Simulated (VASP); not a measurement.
Here is a VASP 6.6.1 calculation.

POSCAR

```
Al
1.0
    0.0000000000      1.9966927595      1.9966927595
    1.9966927595      0.0000000000      1.9966927595
    1.9966927595      1.9966927595      0.0000000000
Al
1
Direct
    0.0000000000      0.0000000000      0.0000000000
```

INCAR.step1

```
ALGO = Normal
EDIFF = 1E-4
ENCUT = 520
GGA = PE
ISMEAR = 1
LASPH = T
LCHARG = F
LREAL = F
LWAVE = T
NBANDS = 8
NELM = 80
PREC = Accurate
SIGMA = 0.03
```

The input INCAR.step2:

```
ALGO = Normal
EDIFF = 1E-6
ENCUT = 520
ISIF = 2
ISMEAR = 1
ISTART = 1
LASPH = T
LCHARG = F
LMIXTAU = T
LREAL = F
LWAVE = F
METAGGA = R2SCAN
NBANDS = 8
NELM = 80
PREC = Accurate
SIGMA = 0.03
```

Contents of KPOINTS:

```
k-points
0
Gamma
  14 14 14
```

Potentials or basis: VASP PAW PBE potentials, release 64 (Al).

The run is started by

```console
$ cat potpaw_PBE.64/Al/POTCAR > POTCAR
$ cp INCAR.step1 INCAR
$ mpirun -np 1 vasp_std > vasp.out
$ cp INCAR.step2 INCAR
$ mpirun -np 1 vasp_std > vasp.out
```

What does it give for the band gap on the k mesh?

Zero (an odd number of electrons rules out a gap without spin polarisation).

Predict the pressure.

-0.7 GPa.

Caveat: the PAW data sets were made with another functional, which shifts forces and pressure a little.
